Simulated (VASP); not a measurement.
CaSe:

```xyz
2
Lattice="0.0000 2.9702 2.9702 2.9702 0.0000 2.9702 2.9702 2.9702 0.0000" Properties=species:S:1:pos:R:3 pbc="T T T"
Ca    0.0000    0.0000    0.0000
Se    2.9702    2.9702    2.9702
```

```yaml
Program: VASP 6.6.1
Task: relaxation of cell and atoms
Functional: PBE
Dispersion: D3(BJ)
Potentials_or_basis: VASP PAW PBE potentials, release 64 (Ca_sv, Se)
Cutoff: 600 eV
k_mesh: 8 × 8 × 8
Occupations: gaussian, width 0.02 eV
Spin: no spin polarisation
```

At the start: pressure -1.6 GPa; volume 26.20 Å³/atom.

How do energy, volume and symmetry change on relaxing?

Over 3 steps the energy falls by 4.2 meV/atom and the volume is 25.37 Å³/atom (-3.2 %); space group Fm-3m (No. 225, to 0.05 Å).

The path:
| step | energy change (eV) | largest force (eV/Å) | pressure (GPa) | volume (Å³) |
| --- | --- | --- | --- | --- |
| 1 | 0.0000 | 0.0000 | -1.58 | 52.41 |
| 2 | -0.0082 | 0.0000 | 0.29 | 50.47 |
| 3 | -0.0084 | 0.0000 | 0.00 | 50.75 |

Final structure:
```yaml
crystal:
  lattice:
    - [0.00000, 2.93849, 2.93849]
    - [2.93849, 0.00000, 2.93849]
    - [2.93849, 2.93849, 0.00000]
  atoms:
    - { symbol: Ca, position: [0.00000, 0.00000, 0.00000] }
    - { symbol: Se, position: [0.50000, 0.50000, 0.50000] }
```
